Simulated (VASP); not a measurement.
Write the native input for VASP 6.6.1 that does the following.

```yaml
Task: single point
Functional: PBE
Potentials_or_basis: VASP PAW PBE potentials, release 64 (Hf_pv, S)
Cutoff: 520 eV
k_mesh: 4 × 4 × 4
Occupations: gaussian, width 0.1 eV
Spin: no spin polarisation
Dipole_correction: no
Further_INCAR_settings: ALGO = Normal; EDIFF = 1e-06; NBANDS = 25
```

The structure of HfS4 lies in POSCAR:

```
HfS4
1.0
    3.0423332500     -4.1858035100      0.0000000000
    3.0423332500      4.1858035100      0.0000000000
    0.0000000000      0.0000000000      4.3405095200
Hf S
1 4
Direct
    0.5000000000      0.5000000000      0.0000000000
    0.1361263900      0.4010744000      0.0000000000
    0.8638736100      0.5989256000      0.0000000000
    0.5989256000      0.8638736100      0.0000000000
    0.4010744000      0.1361263900      0.0000000000
```

The cell was generated, and may not be a known phase.

The input as run:

INCAR

```
  ALGO = Normal
  EDIFF = 1E-6
  ENCUT = 520
  GGA = PE
  ISIF = 2
  ISMEAR = 0
  LASPH = True
  LCHARG = False
  LREAL = False
  LWAVE = False
  NBANDS = 25
  NELM = 60
  PREC = Accurate
  SIGMA = 0.1
```

KPOINTS

```
k-points
0
Gamma
  4 4 4
```

Potentials or basis: VASP PAW PBE potentials, release 64 (Hf_pv, S).

Run with:

```bash
$ cat potpaw_PBE.64/Hf_pv/POTCAR potpaw_PBE.64/S/POTCAR > POTCAR
$ mpirun -np 1 vasp_std > vasp.out
```

Results of the run:

* Pressure: 95.4 GPa
* Largest force: 22.850 eV/Å
* Band gap on the k mesh: zero (bands 17 and 18 overlap by 1.62 eV)

Caveat: the k points lie up to 0.36 Å⁻¹ apart, too coarse for converged energies and pressures of a metal; spin-orbit coupling is left out, which moves the levels of the heavy elements; forces of over 1 eV/Å act on the atoms, so gaps and moduli don't describe the material at rest.

It took 82 s on 1 thread of AMD EPYC 7R13, on a shared host, peak memory 0.2 GiB.
